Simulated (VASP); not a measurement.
# Co (Fm-3m) in VASP: notebook

Runs on Co. Level: PBE. Tasks: electric field gradients.

All numbers are computed with VASP 6.6.1; they aren't measurements. Logs are shortened: lines on timing, memory, paths and dates and some standing lists are left out, and cuts for length are marked.

**1. The cell of the first run**

Symmetry: Fm-3m, No. 225, cubic system. The conventional cell has a = 3.519 Å, b = 3.519 Å, c = 3.519 Å, α = 90.00°, β = 90.00°, γ = 90.00°. Co (site symmetry m-3m) has 12 Co at 2.49 Å within 3.3 Å.

**2. Electric field gradients, PBE, collinear spin, ferromagnetic start (volume scaled by 0.9405)**

The input, INCAR:

```
ALGO = Normal
EDIFF = 1E-8
ENCUT = 520
GGA = PE
ISIF = 2
ISMEAR = -1
ISPIN = 2
LASPH = T
LCHARG = F
LEFG = T
LMAXMIX = 4
LORBIT = 11
LREAL = F
LWAVE = F
MAGMOM = 2
NBANDS = 14
NELM = 150
PREC = Accurate
SIGMA = 0.08
```

The input, KPOINTS:

```
k-points
0
Gamma
  16 16 16
```

The input, POSCAR:

```
Co
1.0
    0.0000000000      1.7593546072      1.7593546072
    1.7593546072      0.0000000000      1.7593546072
    1.7593546072      1.7593546072      0.0000000000
Co
1
Direct
    0.0000000000      0.0000000000      0.0000000000
```

Potentials or basis: VASP PAW PBE potentials, release 64 (Co).

Launch:

```sh
cat potpaw_PBE.64/Co/POTCAR > POTCAR
mpirun -np 1 vasp_std > vasp.out
```

OUTCAR:

```text
EDIFF = 1E-8
   ENCUT = 520
   GGA = PE
   ISIF = 2
   ISMEAR = -1
   ISPIN = 2
   LASPH = T
   LORBIT = 11
   LREAL = F
   NELM = 150
   PREC = Accurate

 ion  position               nearest neighbor table
   1  0.000  0.000  0.000-

  LATTYP: Found a face centered cubic cell.
 ALAT       =     3.5187092144

  Lattice vectors:

 A1 = (   0.0000000000,   1.7593546072,   1.7593546072)
 A2 = (   1.7593546072,   0.0000000000,   1.7593546072)
 A3 = (   1.7593546072,   1.7593546072,   0.0000000000)

Analysis of symmetry for initial positions (statically):
=====================================================================
 Subroutine PRICEL returns:
 Original cell was already a primitive cell.

 Routine SETGRP: Setting up the symmetry group for a
 face centered cubic supercell.

 Subroutine GETGRP returns: Found 48 space group operations
 (whereof 48 operations were pure point group operations)
 out of a pool of 48 trial point group operations.

The static configuration has the point symmetry O_h .

Analysis of symmetry for dynamics (positions and initial velocities):
=====================================================================
 Subroutine PRICEL returns:
 Original cell was already a primitive cell.

 Routine SETGRP: Setting up the symmetry group for a
 face centered cubic supercell.

 Subroutine GETGRP returns: Found 48 space group operations
 (whereof 48 operations were pure point group operations)
 out of a pool of 48 trial point group operations.

The dynamic configuration has the point symmetry O_h .

Analysis of structural, dynamic, and magnetic symmetry:
=====================================================================
 Subroutine PRICEL returns:
 Original cell was already a primitive cell.

 Routine SETGRP: Setting up the symmetry group for a
 face centered cubic supercell.

 Subroutine GETGRP returns: Found 48 space group operations
 (whereof 48 operations were pure point group operations)
 out of a pool of 48 trial point group operations.

The overall configuration has the point symmetry O_h .

 Subroutine INISYM returns: Found 48 space group operations
 (whereof 48 operations are pure point group operations),
 and found     1 'primitive' translations

----------------------------------------------------------------------------------------

                                     Primitive cell

  volume of cell :      10.8916

  direct lattice vectors                    reciprocal lattice vectors
     0.000000000  1.759354607  1.759354607    -0.284195124  0.284195124  0.284195124
     1.759354607  0.000000000  1.759354607     0.284195124 -0.284195124  0.284195124
     1.759354607  1.759354607  0.000000000     0.284195124  0.284195124 -0.284195124

  length of vectors
     2.488103147  2.488103147  2.488103147     0.492240393  0.492240393  0.492240393

  position of ions in fractional coordinates (direct lattice)
     0.000000000  0.000000000  0.000000000

  ion indices of the primitive-cell ions
   primitive index   ion index
                 1           1

----------------------------------------------------------------------------------------

 KPOINTS: k-points

Automatic generation of k-mesh.
 Grid dimensions read from file:
 generate k-points for:   16   16   16

 Generating k-lattice:

  Cartesian coordinates                     Fractional coordinates (reciprocal lattice)
    -0.017762195  0.017762195  0.017762195     0.062500000  0.000000000  0.000000000
     0.017762195 -0.017762195  0.017762195     0.000000000  0.062500000  0.000000000
     0.017762195  0.017762195 -0.017762195     0.000000000  0.000000000  0.062500000

  Length of vectors
     0.030765025  0.030765025  0.030765025

  Shift w.r.t. Gamma in fractional coordinates (k-lattice)
     0.000000000  0.000000000  0.000000000

 Subroutine IBZKPT returns following result:
 ===========================================

[... 61 lines left out ...]
   EFERMI =   0.00;   METHOD = LEGACY
   ISMEAR =    -1;   SIGMA  =   0.08  broadening in eV -4-tet -1-fermi 0-gaus
   EFERMI_NEDOS =   21; number of points for ismear=-14 and -15
   IALGO  =     38    algorithm
   IMIX   =      4    mixing-type and parameters
     AMIX     =   0.40;   BMIX     =  1.00
     AMIX_MAG =   1.60;   BMIX_MAG =  1.00
  volume/ion in A,a.u.               =      10.89        73.50
  Fermi-wavevector in a.u.,A,eV,Ry     =   1.536240  2.903072 32.110186  2.360032
  Thomas-Fermi vector in A             =   2.642916
   LORBIT       =     11    0 simple, 1 ext, 2 COOP (PROOUT), +10 PAW based schemes
   GGA     = PE    functional components
   LHFCALC =     F    Hartree Fock is set to
   AEXX    =    0.0000 exact exchange contribution
   IVDW    =     0    specifies the selected vdW correction
   LEPSILON=     F    determine dielectric tensor
   LRPA    =     F    only Hartree local field effects (RPA)
 spin polarized calculation
  energy-cutoff  :      520.00
  volume of cell :       10.89
 maximum number of plane-waves:       304
   NGX =  9   NGY =  9   NGZ =  9

 number of electron       8.9999997 magnetization       1.6218243

 Free energy of the ion-electron system (eV)
  ---------------------------------------------------
  ext. energy  EPLUGINS =         0.00000000
  ---------------------------------------------------
  free energy    TOTEN  =        -7.03139166 eV

  energy without entropy =       -7.00608704  energy(sigma->0) =       -7.01873935

 E-fermi :  10.2982     XC(G=0): -13.3819

 val. band max:       10.2959645571   @ k =   0.1875   0.1250   0.0625
 cond. band min:      10.3069389392   @ k =  -0.3750   0.3125   0.0625
 fundamental gap:      0.0109743821
 Fermi energy:        10.2981775543

 spin component 1

 k-point     1 :       0.0000    0.0000    0.0000
  band No.  band energies     occupation
      1       1.3064      1.00000
      2       7.5949      1.00000
      3       7.5949      1.00000
      4       7.5949      1.00000
      5       8.6304      1.00000
      6       8.6304      1.00000
      7      33.3047      0.00000
      8      37.6235      0.00000
      9      37.6235      0.00000
     10      37.6235      0.00000
     11      40.8116      0.00000
     12      40.8116      0.00000
     13      40.8116      0.00000
     14      43.3548      0.00000
[... 379 lines left out ...]
      3       7.6863      1.00000
      4       7.7047      1.00000
      5       8.5379      1.00000
      6       8.6500      1.00000
      7      32.2961      0.00000
      8      34.2148      0.00000
      9      36.3541      0.00000
     10      38.1886      0.00000
     11      40.8184      0.00000
     12      40.9542      0.00000
     13      43.6313      0.00000
     14      46.1302      0.00000

 [... further k-points ...]

 spin component 2

 k-point     1 :       0.0000    0.0000    0.0000
  band No.  band energies     occupation
      1       1.3216      1.00000
      2       9.1551      1.00000
      3       9.1551      1.00000
      4       9.1551      1.00000
      5      10.5994      0.02264
      6      10.5994      0.02264
      7      32.9877      0.00000
      8      37.7767      0.00000
      9      37.7767      0.00000
     10      37.7767      0.00000
     11      41.1106      0.00000
     12      41.1106      0.00000
     13      41.1106      0.00000
     14      43.0100      0.00000
[... 379 lines left out ...]
      3       9.2564      1.00000
      4       9.2740      1.00000
      5      10.4889      0.08441
      6      10.6143      0.01885
      7      32.2163      0.00000
      8      34.3757      0.00000
      9      36.4770      0.00000
     10      38.3437      0.00000
     11      40.8451      0.00000
     12      41.2421      0.00000
     13      43.7157      0.00000
     14      46.3703      0.00000

 [... further k-points ...]

------------------------ aborting loop because EDIFF is reached ----------------------------------------

  FORCE on cell =-STRESS in cart. coord.  units (eV):
  Direction    XX          YY          ZZ          XY          YZ          ZX
  --------------------------------------------------------------------------------------
  -------------------------------------------------------------------------------------
  Total       -0.0338610     -0.0338610     -0.0338610      0.0000000     -0.0000000      0.0000000
  in kB       -4.9810368     -4.9810368     -4.9810368      0.0000000     -0.0000000      0.0000000
  external PRESSURE =      -4.9810368 kB  Pullay stress =       0.0000000 kB

 VOLUME and BASIS-vectors are now :
 -----------------------------------------------------------------------------
  energy-cutoff  :      520.00
  volume of cell :       10.89
      direct lattice vectors                 reciprocal lattice vectors
     0.000000000  1.759354607  1.759354607    -0.284195124  0.284195124  0.284195124
     1.759354607  0.000000000  1.759354607     0.284195124 -0.284195124  0.284195124
     1.759354607  1.759354607  0.000000000     0.284195124  0.284195124 -0.284195124

 POSITION                                       TOTAL-FORCE (eV/Angst)
 -----------------------------------------------------------------------------------
      0.00000      0.00000      0.00000        -0.000000     -0.000000     -0.000000
 -----------------------------------------------------------------------------------
    total drift:                                0.000000      0.000000      0.000000

  FREE ENERGIE OF THE ION-ELECTRON SYSTEM (eV)
  ---------------------------------------------------
  free  energy   TOTEN  =        -7.0313916557 eV

  energy  without entropy=       -7.0060870387  energy(sigma->0) =       -7.01873935

 Electric field gradients (V/A^2)
---------------------------------------------------------------------
 ion       V_xx      V_yy      V_zz      V_xy      V_xz      V_yz
---------------------------------------------------------------------
   1      -0.000     0.000    -0.000     0.001     0.001     0.001
---------------------------------------------------------------------

 Electric field gradients after diagonalization (V/A^2)
 (convention: |V_zz| > |V_xx| > |V_yy|)
----------------------------------------------------------------------
 ion       V_xx      V_yy      V_zz     asymmetry (V_yy - V_xx)/ V_zz
----------------------------------------------------------------------
   1      -0.001    -0.001     0.002       0.000
----------------------------------------------------------------------

           NMR quadrupolar parameters

 Cq : quadrupolar parameter    Cq=e*Q*V_zz/h
 eta: asymmetry parameters     (V_yy - V_xx)/ V_zz
 Q  : nuclear electric quadrupole moment in mb (millibarn)
----------------------------------------------------------------------
 ion       Cq(MHz)       eta       Q (mb)
----------------------------------------------------------------------
   1       0.000       0.000       1.000
----------------------------------------------------------------------

 total charge

# of ion       s       p       d       tot
------------------------------------------
    1        0.488   0.520   7.257   8.264

 magnetization (x)

# of ion       s       p       d       tot
------------------------------------------
    1       -0.013  -0.048   1.701   1.640
```

Run time: 40 s. Hardware: 1 thread of Intel Xeon Platinum 8488C (Sapphire Rapids), shared host; peak memory 0.16 GiB.

What came out:

| Quantity | Value |
| --- | --- |
| Free energy | -7.0314 eV |
| Pressure | -0.5 GPa |
| Net moment | 1.62 μB per cell |
| Site moments | Co +1.64 μB |
| Valence electrons inside the program's atomic spheres | Co 8.26 |

Caveat: without QUAD_EFG the Cq values of the log hold for a quadrupole moment of 1 mb, not for the nuclei.

**3. Electric field gradients, PBE, collinear spin, ferromagnetic start (volume scaled by 0.9405)**

The input, INCAR:

```
SYSTEM = Co
ALGO = Normal
EDIFF = 1E-8
ENCUT = 520
GGA = PE
ISIF = 2
ISMEAR = -1
ISPIN = 2
LASPH = .True.
LCHARG = .False.
LEFG = .True.
LMAXMIX = 4
LORBIT = 11
LREAL = .False.
LWAVE = .False.
MAGMOM = 2
NBANDS = 14
NELM = 150
PREC = Accurate
SIGMA = 0.08
```

The input, KPOINTS:

```
k-points
0
Gamma
  16 16 16
  0 0 0
```

POSCAR is that of step 2.

Potentials or basis: VASP PAW PBE potentials, release 64 (Co).

Launch:

```sh
cat potpaw_PBE.64/Co/POTCAR > POTCAR
mpirun -np 1 vasp_std > vasp.out
```

OUTCAR:

```text
SYSTEM = Co
   EDIFF = 1E-8
   ENCUT = 520
   GGA = PE
   ISIF = 2
   ISMEAR = -1
   ISPIN = 2
   LASPH = .True.
   LORBIT = 11
   LREAL = .False.
   NELM = 150
   PREC = Accurate

 ion  position               nearest neighbor table
   1  0.000  0.000  0.000-

  LATTYP: Found a face centered cubic cell.
 ALAT       =     3.5187092144

  Lattice vectors:

 A1 = (   0.0000000000,   1.7593546072,   1.7593546072)
 A2 = (   1.7593546072,   0.0000000000,   1.7593546072)
 A3 = (   1.7593546072,   1.7593546072,   0.0000000000)

Analysis of symmetry for initial positions (statically):
=====================================================================
 Subroutine PRICEL returns:
 Original cell was already a primitive cell.

 Routine SETGRP: Setting up the symmetry group for a
 face centered cubic supercell.

 Subroutine GETGRP returns: Found 48 space group operations
 (whereof 48 operations were pure point group operations)
 out of a pool of 48 trial point group operations.
[... 1021 lines left out ...]
     1.759354607  0.000000000  1.759354607     0.284195124 -0.284195124  0.284195124
     1.759354607  1.759354607  0.000000000     0.284195124  0.284195124 -0.284195124

 POSITION                                       TOTAL-FORCE (eV/Angst)
 -----------------------------------------------------------------------------------
      0.00000      0.00000      0.00000        -0.000000     -0.000000     -0.000000
 -----------------------------------------------------------------------------------
    total drift:                                0.000000      0.000000      0.000000

  FREE ENERGIE OF THE ION-ELECTRON SYSTEM (eV)
  ---------------------------------------------------
  free  energy   TOTEN  =        -7.0313916557 eV

  energy  without entropy=       -7.0060870387  energy(sigma->0) =       -7.01873935

 Electric field gradients (V/A^2)
---------------------------------------------------------------------
 ion       V_xx      V_yy      V_zz      V_xy      V_xz      V_yz
---------------------------------------------------------------------
   1      -0.000     0.000    -0.000     0.001     0.001     0.001
---------------------------------------------------------------------

 Electric field gradients after diagonalization (V/A^2)
 (convention: |V_zz| > |V_xx| > |V_yy|)
----------------------------------------------------------------------
 ion       V_xx      V_yy      V_zz     asymmetry (V_yy - V_xx)/ V_zz
----------------------------------------------------------------------
   1      -0.001    -0.001     0.002       0.000
----------------------------------------------------------------------

           NMR quadrupolar parameters

 Cq : quadrupolar parameter    Cq=e*Q*V_zz/h
 eta: asymmetry parameters     (V_yy - V_xx)/ V_zz
 Q  : nuclear electric quadrupole moment in mb (millibarn)
----------------------------------------------------------------------
 ion       Cq(MHz)       eta       Q (mb)
----------------------------------------------------------------------
   1       0.000       0.000       1.000
----------------------------------------------------------------------

 total charge

# of ion       s       p       d       tot
------------------------------------------
    1        0.488   0.520   7.257   8.264

 magnetization (x)

# of ion       s       p       d       tot
------------------------------------------
    1       -0.013  -0.048   1.701   1.640
```

stdout:

```text
POSCAR found type information on POSCAR Co
 POSCAR found :  1 types and       1 ions
 scaLAPACK will be used
 LDA part: xc-table for (Slater+PW92), standard interpolation
 POSCAR, INCAR and KPOINTS ok, starting setup
 FFT: planning ... GRIDC
 FFT: planning ... GRID_SOFT
 FFT: planning ... GRID
 WAVECAR not read
 entering main loop
ion   1
```

It took 48 s on 1 thread of Intel Xeon Platinum 8488C (Sapphire Rapids), shared host; peak memory 0.16 GiB.

Results:

* Free energy: -7.0314 eV
* Pressure: -0.5 GPa
* Net moment: 1.62 μB per cell
* Site moments: Co +1.64 μB
* Valence electrons inside the program's atomic spheres: Co 8.26

Caveat: without QUAD_EFG the Cq values of the log hold for a quadrupole moment of 1 mb, not for the nuclei.

[end of part 1 of 3]
